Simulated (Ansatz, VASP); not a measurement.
# One calculation of Rh, two programs

```
CELL_PARAMETERS angstrom
0.00000 1.88999 1.88999
1.88999 0.00000 1.88999
1.88999 1.88999 0.00000
ATOMIC_POSITIONS crystal
Rh 0.00000 0.00000 0.00000
```

Alike in both runs: functional PBEsol; k mesh 18 × 18 × 18; occupations gaussian, width 0.1 eV; no spin polarisation.

Ansatz relaxed the structure, and its values are those at the end. VASP's run is a single point on that final structure, the one shown.

```csv
,VASP,Ansatz
version,VASP 6.6.1,Ansatz 0.2.0
potentials or method,"VASP PAW PBE potentials, release 64 (Rh_pv), cutoff 520 eV","scalar-relativistic, plane waves, PAW"
valence electrons in the cell,15,17
```

VASP gave:

| Quantity | Value |
| --- | --- |
| gap on the k mesh at the Fermi level (eV) | none |
| pressure (GPa) | -0.1 |

Estimate Ansatz's values.

gap on the k mesh at the Fermi level (eV): none; pressure (GPa): 0.0.

VASP's potentials were made for PBE, not for PBEsol. A gap of «none» marks a metal or a gap that the smearing closes. With one functional, cell and mesh, what is left measures potentials, basis and numerics. VASP's potentials hold 15 valence electrons a cell and Ansatz's 17, so a difference there can come from the potentials and not from the codes.
